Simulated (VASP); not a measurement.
# Co3Si2 (P-3m1) in VASP: notebook

The runs below take Co3Si2 through single point, relaxation of cell and atoms, with PBE.

Everything below comes from runs of VASP 6.6.1. Logs are shortened: lines on timing, memory, paths and dates and some standing lists are left out, and cuts for length are marked.

## (1) The cell of the first run

Symmetry: P-3m1, No. 164, trigonal system. The conventional cell has a = 3.767 Å, b = 3.767 Å, c = 4.721 Å, α = 90.00°, β = 90.00°, γ = 120.00°. Co (site symmetry -3m) has 6 Si at 2.35 Å and 6 Co at 2.67 Å within 3.1 Å. Co (site symmetry 3m) has 5 Si at 2.28 to 2.44 Å and 6 Co at 2.67 to 2.70 Å within 3.0 Å. Si (site symmetry 3m) has 8 Co at 2.28 to 2.44 Å and 3 Si at 2.81 Å within 3.0 Å.

## (2) Single point, PBE

Contents of INCAR:

```
ALGO = Normal ; EDIFF = 1E-6
ENCUT = 520 ; GGA = PE
ISIF = 2 ; ISMEAR = 0
LASPH = True ; LCHARG = True
LELF = True ; LREAL = False
LVHAR = True ; LWAVE = False
NBANDS = 26 ; NELM = 60
PREC = Accurate ; SIGMA = 0.1
```

Contents of KPOINTS:

```
k-points
0
Gamma
  6 6 4
```

Contents of POSCAR:

```
Co3Si2
1.0
    3.7666838455      0.0000000000      0.0000000000
   -1.8833419228      3.2620438983      0.0000000000
    0.0000000000      0.0000000000      4.7206751093
Co Si
3 2
Direct
    0.0000000000      0.0000000000      0.0000000000
    0.3333333333      0.6666666667      0.6702913388
    0.6666666667      0.3333333333      0.3297086612
    0.3333333333      0.6666666667      0.1878224798
    0.6666666667      0.3333333333      0.8121775202
```

Potentials or basis: VASP PAW PBE potentials, release 64 (Co, Si).

Launch:

```console
cat potpaw_PBE.64/Co/POTCAR potpaw_PBE.64/Si/POTCAR > POTCAR
mpirun -np 1 vasp_std > vasp.out
```

OUTCAR:

```text
EDIFF = 1E-6
   ENCUT = 520
   GGA = PE
   ISIF = 2
   ISMEAR = 0
   LASPH = True
   LREAL = False
   NELM = 60
   PREC = Accurate

 ion  position               nearest neighbor table
   1  0.000  0.000  0.000-   4 2.35   5 2.35   5 2.35   4 2.35   5 2.35   4 2.35   2 2.67   3 2.67
                             2 2.67   3 2.67   3 2.67   2 2.67
   2  0.333  0.667  0.670-   5 2.28   5 2.28   5 2.28   4 2.28   4 2.44   1 2.67   1 2.67   1 2.67
                             3 2.70   3 2.70   3 2.70
   3  0.667  0.333  0.330-   4 2.28   4 2.28   4 2.28   5 2.28   5 2.44   1 2.67   1 2.67   1 2.67
                             2 2.70   2 2.70   2 2.70
   4  0.333  0.667  0.188-   3 2.28   3 2.28   3 2.28   2 2.28   1 2.35   1 2.35   1 2.35   2 2.44
                             5 2.81   5 2.81   5 2.81
   5  0.667  0.333  0.812-   2 2.28   2 2.28   2 2.28   3 2.28   1 2.35   1 2.35   1 2.35   3 2.44
                             4 2.81   4 2.81   4 2.81

  LATTYP: Found a hexagonal cell.
 ALAT       =     3.7666838455
 C/A-ratio  =     1.2532708618

  Lattice vectors:

 A1 = (   3.7666838455,   0.0000000000,   0.0000000000)
 A2 = (  -1.8833419228,   3.2620438983,   0.0000000000)
 A3 = (   0.0000000000,   0.0000000000,   4.7206751093)

Analysis of symmetry for initial positions (statically):
=====================================================================
 Subroutine PRICEL returns:
 Original cell was already a primitive cell.

 Routine SETGRP: Setting up the symmetry group for a
 hexagonal supercell.

 Subroutine GETGRP returns: Found 12 space group operations
 (whereof 12 operations were pure point group operations)
 out of a pool of 24 trial point group operations.

The static configuration has the point symmetry D_3d.

Analysis of symmetry for dynamics (positions and initial velocities):
=====================================================================
 Subroutine PRICEL returns:
 Original cell was already a primitive cell.

 Routine SETGRP: Setting up the symmetry group for a
 hexagonal supercell.

 Subroutine GETGRP returns: Found 12 space group operations
 (whereof 12 operations were pure point group operations)
 out of a pool of 24 trial point group operations.

The dynamic configuration has the point symmetry D_3d.

 Subroutine INISYM returns: Found 12 space group operations
 (whereof 12 operations are pure point group operations),
 and found     1 'primitive' translations

----------------------------------------------------------------------------------------

                                     Primitive cell

  volume of cell :      58.0034

  direct lattice vectors                    reciprocal lattice vectors
     3.766683845  0.000000000  0.000000000     0.265485515  0.153278133  0.000000000
    -1.883341923  3.262043898  0.000000000     0.000000000  0.306556267  0.000000000
     0.000000000  0.000000000  4.720675109     0.000000000  0.000000000  0.211834108

  length of vectors
     3.766683845  3.766683846  4.720675109     0.306556267  0.306556267  0.211834108

  position of ions in fractional coordinates (direct lattice)
     0.000000000  0.000000000  0.000000000
     0.333333333  0.666666667  0.670291339
     0.666666667  0.333333333  0.329708661
     0.333333333  0.666666667  0.187822480
     0.666666667  0.333333333  0.812177520

  ion indices of the primitive-cell ions
   primitive index   ion index
                 1           1
                 2           2
                 3           3
                 4           4
                 5           5

----------------------------------------------------------------------------------------

 KPOINTS: k-points

Automatic generation of k-mesh.
 Grid dimensions read from file:
 generate k-points for:    6    6    4

 Generating k-lattice:

  Cartesian coordinates                     Fractional coordinates (reciprocal lattice)
     0.044247586  0.025546356  0.000000000     0.166666667  0.000000000  0.000000000
     0.000000000  0.051092711  0.000000000     0.000000000  0.166666667  0.000000000
     0.000000000  0.000000000  0.052958527     0.000000000  0.000000000  0.250000000

  Length of vectors
     0.051092711  0.051092711  0.052958527

  Shift w.r.t. Gamma in fractional coordinates (k-lattice)
     0.000000000  0.000000000  0.000000000

 Subroutine IBZKPT returns following result:
 ===========================================

 Found     24 irreducible k-points:

 Following reciprocal coordinates:
            Coordinates               Weight
  0.000000  0.000000  0.000000      1.000000
  0.166667  0.000000  0.000000      6.000000
  0.333333  0.000000  0.000000      6.000000
  0.500000  0.000000  0.000000      3.000000
  0.166667  0.166667  0.000000      6.000000
  0.333333  0.166667  0.000000     12.000000
[... 16 lines left out ...]
  0.333333  0.166667  0.500000     12.000000
  0.333333  0.333333  0.500000      2.000000
   k-points           NKPTS =     24   k-points in BZ     NKDIM =     24   number of bands    NBANDS=     26
   number of dos      NEDOS =    301   number of ions     NIONS =      5
   total plane-waves  NPLWV =  28224
   dimension x,y,z NGX =    28 NGY =   28 NGZ =   36
   dimension x,y,z NGXF=    56 NGYF=   56 NGZF=   72
   ions per type =               3   2
   NGX,Y,Z   is equivalent  to a cutoff of  12.36, 12.36, 12.68 a.u.
   NGXF,Y,Z  is equivalent  to a cutoff of  24.72, 24.72, 25.36 a.u.
 SYSTEM =  unknown system
   PREC   = accura    normal or accurate (medium, high low for compatibility)
   ISTART =      0    job   : 0-new  1-cont  2-samecut
   ICHARG =      2    charge: 1-file 2-atom 10-const
   ISPIN  =      1    spin polarized calculation?
   LNONCOLLINEAR =      F non collinear calculations
   LSORBIT =      F    spin-orbit coupling
   LASPH  =      T    aspherical Exc in radial PAW
   ENCUT  =  520.0 eV  38.22 Ry    6.18 a.u.   7.00  7.00  8.78*2*pi/ulx,y,z
   NELM   =     60;   NELMIN=  2; NELMDL= -5     # of ELM steps
   EDIFF  = 0.1E-05   stopping-criterion for ELM
   LREAL  =      F    real-space projection
   EDIFFG = 0.1E-04   stopping-criterion for IOM
   NSW    =      0    number of steps for IOM
   IBRION =     -1    ionic relax: 0-MD 1-quasi-New 2-CG
   NFREE  =      0    steps in history (QN), initial steepest desc. (CG)
   ISIF   =      2    stress and relaxation
   ISYM   =      2    0-nonsym 1-usesym 2-fastsym
   POTIM  = 0.5000    time-step for ionic-motion
   TEBEG  =    0.0;   TEEND  =   0.0 temperature during run
   PSTRESS=    0.0 pullay stress
   NELECT =      35.0000    total number of electrons
   NUPDOWN=      -1.0000    fix difference up-down
   EMIN   =  10.00;   EMAX   =-10.00  energy-range for DOS
   EFERMI =   0.00;   METHOD = LEGACY
   ISMEAR =     0;   SIGMA  =   0.10  broadening in eV -4-tet -1-fermi 0-gaus
   EFERMI_NEDOS =   21; number of points for ismear=-14 and -15
   IALGO  =     38    algorithm
   IMIX   =      4    mixing-type and parameters
     AMIX     =   0.40;   BMIX     =  1.00
     AMIX_MAG =   1.60;   BMIX_MAG =  1.00
  volume/ion in A,a.u.               =      11.60        78.29
  Fermi-wavevector in a.u.,A,eV,Ry     =   1.383396  2.614239 26.038615  1.913784
  Thomas-Fermi vector in A             =   2.507998
   LORBIT       =      0    0 simple, 1 ext, 2 COOP (PROOUT), +10 PAW based schemes
   GGA     = PE    functional components
   LHFCALC =     F    Hartree Fock is set to
   AEXX    =    0.0000 exact exchange contribution
   IVDW    =     0    specifies the selected vdW correction
   LEPSILON=     F    determine dielectric tensor
   LRPA    =     F    only Hartree local field effects (RPA)
 non-spin polarized calculation
 Gauss-broadening in eV      SIGMA  =   0.10
  energy-cutoff  :      520.00
  volume of cell :       58.00
 maximum number of plane-waves:      1584
   NGX = 13   NGY = 13   NGZ = 17

 number of electron      35.0000000 magnetization

 Free energy of the ion-electron system (eV)
  ---------------------------------------------------
  ext. energy  EPLUGINS =         0.00000000
  ---------------------------------------------------
  free energy    TOTEN  =       -34.06875280 eV

  energy without entropy =      -34.06117306  energy(sigma->0) =      -34.06496293

 E-fermi :  10.2832     XC(G=0): -12.4875

 val. band max:       10.1860684053   @ k =   0.0000   0.0000   0.0000
 cond. band min:      10.2869757849   @ k =   0.1667   0.0000   0.0000
 fundamental gap:      0.1009073796
 Fermi energy:        10.2831936784

 k-point     1 :       0.0000    0.0000    0.0000
  band No.  band energies     occupation
      1      -2.1206      2.00000
      2       3.3651      2.00000
      3       4.9378      2.00000
      4       5.9385      2.00000
      5       5.9385      2.00000
      6       7.3030      2.00000
[... 18 lines left out ...]
     25      17.4428      0.00000
     26      17.4428      0.00000

 k-point     2 :       0.1667    0.0000    0.0000
  band No.  band energies     occupation
      1      -1.7536      2.00000
      2       3.2718      2.00000
      3       5.2336      2.00000
      4       5.7420      2.00000
      5       6.0943      2.00000
      6       7.0514      2.00000
[... 18 lines left out ...]
     25      17.4107      0.00000
     26      17.6865      0.00000

 k-point     3 :       0.3333    0.0000    0.0000
  band No.  band energies     occupation
      1      -0.7153      2.00000
      2       2.5665      2.00000
      3       5.2448      2.00000
      4       6.0494      2.00000
      5       6.5006      2.00000
      6       6.7983      2.00000
[... 572 lines left out ...]
 k-point    23 :       0.3333    0.1667    0.5000
  band No.  band energies     occupation
      1       0.8604      2.00000
      2       2.1840      2.00000
      3       3.8463      2.00000
      4       5.1232      2.00000
      5       5.6202      2.00000
      6       7.1822      2.00000
[... 18 lines left out ...]
     25      18.7691      0.00000
     26      18.9967      0.00000

 k-point    24 :       0.3333    0.3333    0.5000
  band No.  band energies     occupation
      1       1.8105      2.00000
      2       1.8105      2.00000
      3       4.3950      2.00000
      4       4.6422      2.00000
      5       4.6422      2.00000
      6       7.3103      2.00000
[... 18 lines left out ...]
     25      19.3722      0.00000
     26      19.3729      0.00000

------------------------ aborting loop because EDIFF is reached ----------------------------------------

  FORCE on cell =-STRESS in cart. coord.  units (eV):
  Direction    XX          YY          ZZ          XY          YZ          ZX
  --------------------------------------------------------------------------------------
  -------------------------------------------------------------------------------------
  Total        0.0487795      0.0487795     -0.0234807     -0.0000000      0.0000000     -0.0000000
  in kB        1.3473952      1.3473952     -0.6485884     -0.0000000      0.0000000     -0.0000000
  external PRESSURE =       0.6820673 kB  Pullay stress =       0.0000000 kB

 VOLUME and BASIS-vectors are now :
 -----------------------------------------------------------------------------
  energy-cutoff  :      520.00
  volume of cell :       58.00
      direct lattice vectors                 reciprocal lattice vectors
     3.766683845  0.000000000  0.000000000     0.265485515  0.153278133  0.000000000
    -1.883341923  3.262043898  0.000000000     0.000000000  0.306556267  0.000000000
     0.000000000  0.000000000  4.720675109     0.000000000  0.000000000  0.211834108

 POSITION                                       TOTAL-FORCE (eV/Angst)
 -----------------------------------------------------------------------------------
      0.00000      0.00000      0.00000        -0.000000      0.000000      0.000000
     -0.00000      2.17470      3.16423        -0.000000      0.000000     -0.002543
      1.88334      1.08735      1.55645         0.000000     -0.000000      0.002543
     -0.00000      2.17470      0.88665        -0.000000      0.000000     -0.002471
      1.88334      1.08735      3.83403         0.000000     -0.000000      0.002471
 -----------------------------------------------------------------------------------
    total drift:                               -0.000000      0.000000      0.000000

  FREE ENERGIE OF THE ION-ELECTRON SYSTEM (eV)
  ---------------------------------------------------
  free  energy   TOTEN  =       -34.0687527966 eV

  energy  without entropy=      -34.0611730609  energy(sigma->0) =      -34.06496293
```

Wall time 57 s (1 thread of Intel Xeon 8259CL, shared host); peak memory 0.18 GiB.

What came out:

| Item | Value |
| --- | --- |
| Free energy | -34.0688 eV |
| Pressure | 0.1 GPa |
| Band gap on the k mesh | zero (an odd number of electrons rules out a gap without spin polarisation) |

Forces on the atoms (eV/Å):
```
Co   0.000  0.000  0.000
Co   0.000  0.000 -0.003
Co   0.000  0.000  0.003
Si   0.000  0.000 -0.002
Si   0.000  0.000  0.002
```

Levels at points of the mesh, in eV from the Fermi level:
| k point | band 16 | band 17 | band 18 | band 19 | band 20 | band 21 |
| --- | --- | --- | --- | --- | --- | --- |
| (0.00, 0.00, 0.00) | -0.51 | -0.51 | -0.10 | 3.24 | 3.58 | 3.58 |
| (0.50, 0.00, 0.00) | -0.73 | -0.69 | -0.57 | 0.21 | 1.65 | 1.99 |
| (0.00, 0.00, 0.50) | 0.25 | 0.25 | 2.69 | 3.54 | 3.66 | 3.66 |
| (0.50, 0.00, 0.50) | -0.90 | -0.86 | -0.35 | 0.80 | 1.53 | 2.83 |

Caveat: the run has no spin polarisation, though such a crystal can be magnetic. Spin polarisation is off, so any magnetic state and its effect on volume and gap are missing.

## (3) Relaxation of cell and atoms, PBE

This run uses another cell than the first one, of 11.71 Å³/atom.

Contents of INCAR:

```
PREC     = Accurate       # precision mode
ENCUT    = 600            # plane-wave cutoff, eV
EDIFF    = 1E-7           # SCF threshold, eV
ISMEAR   = 0              # smearing method
SIGMA    = 0.1            # smearing width, eV
LREAL    = F              # projectors in reciprocal space
LASPH    = T              # aspherical terms in the spheres
NELM     = 80             # most SCF steps
ALGO     = Normal         # electronic algorithm
ISIF     = 3              # what is computed and relaxed
LWAVE    = F              # write WAVECAR
LCHARG   = F              # write CHGCAR
GGA      = PE             # functional
IBRION   = 2              # ionic algorithm
NSW      = 90             # ionic steps
EDIFFG   = -0.04          # ionic threshold
```

Contents of KPOINTS:

```
Automatic mesh
0
Gamma
  6 6 4
```

Contents of POSCAR:

```
Co3Si2
1.0
    3.5155466854      0.0000000000      0.0000000000
   -1.7577733427      3.0445527377      0.0000000000
    0.0000000000      0.0000000000      5.4696195892
Co Si
3 2
Direct
    0.0000000000      0.0000000000      0.0000000000
    0.3333333333      0.6666666667      0.6450000000
    0.6666666667      0.3333333333      0.3550000000
    0.3333333333      0.6666666667      0.2450000000
    0.6666666667      0.3333333333      0.7550000000
```

Potentials or basis: VASP PAW PBE potentials, release 64 (Co, Si).

Launch:

```console
cat potpaw_PBE.64/Co/POTCAR potpaw_PBE.64/Si/POTCAR > POTCAR
mpirun -np 1 vasp_std > vasp.out
```

Wall time 9.4 min (1 thread of Intel Xeon 8259CL, shared host); peak memory 0.21 GiB.

The run converged. Its results:

```yaml
Free_energy: -34.0679 eV
Relaxed_volume: 11.60 Å³/atom
Relaxed_cell: a = 3.767 Å, b = 3.767 Å, c = 4.720 Å, α = 90.00°, β = 90.00°, γ = 120.00°
Space_group_after_relaxing_to_0.1_Å: P-3m1 (No. 164)
Energy_gained_by_relaxing: 274.0 meV/atom
Ionic_steps: 12
Pressure_after_relaxing: 0.1 GPa
Largest_force_after_relaxing: 0.018 eV/Å
Band_gap_on_the_k_mesh: zero (an odd number of electrons rules out a gap without spin polarisation)
```

Forces on the atoms (eV/Å):
```
Co   0.000  0.000  0.000
Co   0.000  0.000 -0.018
Co   0.000  0.000  0.018
Si   0.000  0.000 -0.010
Si   0.000  0.000  0.010
```

Stress tensor (GPa, compression positive):
```
 0.14  0.00  0.00
 0.00  0.14  0.00
 0.00  0.00 -0.01
```

Step by step:
```tsv
step	energy change (eV)	largest force (eV/Å)	pressure (GPa)	volume (Å³)
1	0.0000	2.3655	12.61	58.54
2	-0.4010	0.4676	-15.06	66.62
3	-0.4816	0.8911	-8.40	64.00
4	-0.9622	0.7359	-5.36	61.15
5	-1.3254	0.2557	7.01	56.19
6	-1.3354	0.4798	3.32	57.24
7	-1.3397	0.4028	4.74	56.81
8	-1.3193	0.4669	-2.68	58.91
9	-1.3666	0.0625	1.15	57.71
10	-1.3689	0.0543	-0.70	58.23
11	-1.3696	0.0475	-0.10	58.06
12	-1.3698	0.0184	0.09	58.00
```

Final structure:
```
Co Si
1.0
     3.76684    0.00000    0.00000
    -1.88342    3.26218    0.00000
     0.00000    0.00000    4.72016
Co Si
3 2
Direct
  0.00000 0.00000 0.00000
  0.33333 0.66667 0.67058
  0.66667 0.33333 0.32942
  0.33333 0.66667 0.18807
  0.66667 0.33333 0.81193
```

Levels at points of the mesh, in eV from the Fermi level:
```tsv
k point	band 16	band 17	band 18	band 19	band 20	band 21
(0.00, 0.00, 0.00)	-0.51	-0.51	-0.10	3.25	3.58	3.58
(0.50, 0.00, 0.00)	-0.73	-0.69	-0.57	0.21	1.66	1.99
(0.00, 0.00, 0.50)	0.25	0.25	2.69	3.55	3.67	3.67
(0.50, 0.00, 0.50)	-0.90	-0.86	-0.35	0.80	1.53	2.83
```

Caveat: the run has no spin polarisation, though such a crystal can be magnetic.

## (4) Single point, PBE

Contents of INCAR:

```
PREC = Accurate
ENCUT = 520
EDIFF = 1E-6
ISMEAR = 0
SIGMA = 0.1
LREAL = False
LASPH = True
NELM = 60
ALGO = Fast
ISIF = 2
LWAVE = False
LCHARG = False
GGA = PE
NBANDS = 26
```

Contents of KPOINTS:

```
Automatic mesh
0
Gamma
  12 12 8
```

Contents of POSCAR:

```
Co3Si2
1.0
    3.7703030495      0.0000000000      0.0000000000
   -1.8851515248      3.2651782208      0.0000000000
    0.0000000000      0.0000000000      4.7136740962
Co Si
3 2
Direct
    0.0000000000      0.0000000000      0.0000000000
    0.3333333333      0.6666666667      0.6708290180
    0.6666666667      0.3333333333      0.3291709820
    0.3333333333      0.6666666667      0.1881310414
    0.6666666667      0.3333333333      0.8118689586
```

Launch:

```console
cat potpaw_PBE.64/Co/POTCAR potpaw_PBE.64/Si/POTCAR > POTCAR
mpirun -np 1 vasp_std > vasp.out
```

Run time: 4.7 min. Hardware: 1 thread of Intel Xeon 8259CL, shared host; peak memory 0.29 GiB.

The run converged. Its results:

```yaml
Free_energy: -34.0686 eV
Pressure: 0.0 GPa
Largest_force: 0.005 eV/Å
Band_gap_on_the_k_mesh: zero (an odd number of electrons rules out a gap without spin polarisation)
```

Forces in eV/Å, atoms in the order of the input:
```
Co   0.000  0.000  0.000
Co   0.000  0.000 -0.005
Co   0.000  0.000  0.005
Si   0.000  0.000 -0.002
Si   0.000  0.000  0.002
```

Stress tensor (GPa, compression positive):
```
 0.01  0.00  0.00
 0.00  0.01  0.00
 0.00  0.00 -0.10
```

Levels at points of the mesh, in eV from the Fermi level:
```tsv
k point	band 15	band 16	band 17	band 18	band 19	band 20	band 21	band 22
(0.00, 0.00, 0.00)	-0.81	-0.50	-0.50	-0.10	3.23	3.57	3.57	3.66
(0.50, 0.00, 0.00)	-1.18	-0.73	-0.68	-0.57	0.21	1.65	1.99	3.62
(0.00, 0.00, 0.50)	-0.64	0.25	0.25	2.68	3.57	3.66	3.66	4.37
(0.50, 0.00, 0.50)	-1.16	-0.89	-0.86	-0.35	0.80	1.53	2.82	3.71
```

Caveat: the run has no spin polarisation, though such a crystal can be magnetic. Spin polarisation is off, so any magnetic state and its effect on volume and gap are missing.

## (5) The runs side by side

```csv
task,cell,k mesh,cutoff (eV),gap on the mesh (eV),pressure (GPa),largest force (eV/Å)
single point,"a = 3.767, b = 3.767, c = 4.721 Å, angles 90.0, 90.0, 120.0°, 5 atoms, atomic positions A",6 × 6 × 4,520,none,0.1,-
relaxation of cell and atoms,"relaxed from a = 3.516, b = 3.516, c = 5.470 Å, angles 90.0, 90.0, 120.0°, 5 atoms, atomic positions B",6 × 6 × 4,600,none,0.1,0.02
single point,"a = 3.770, b = 3.770, c = 4.714 Å, angles 90.0, 90.0, 120.0°, 5 atoms, atomic positions A",12 × 12 × 8,520,none,0.0,0.01
```

Alike in all rows: level PBE; potentials or basis VASP PAW PBE potentials, release 64 (Co, Si); no spin polarisation; smearing gaussian 0.1 eV.

Caveats: the run has no spin polarisation, though such a crystal can be magnetic.

Absolute energies hang on the potentials; compare differences alone.
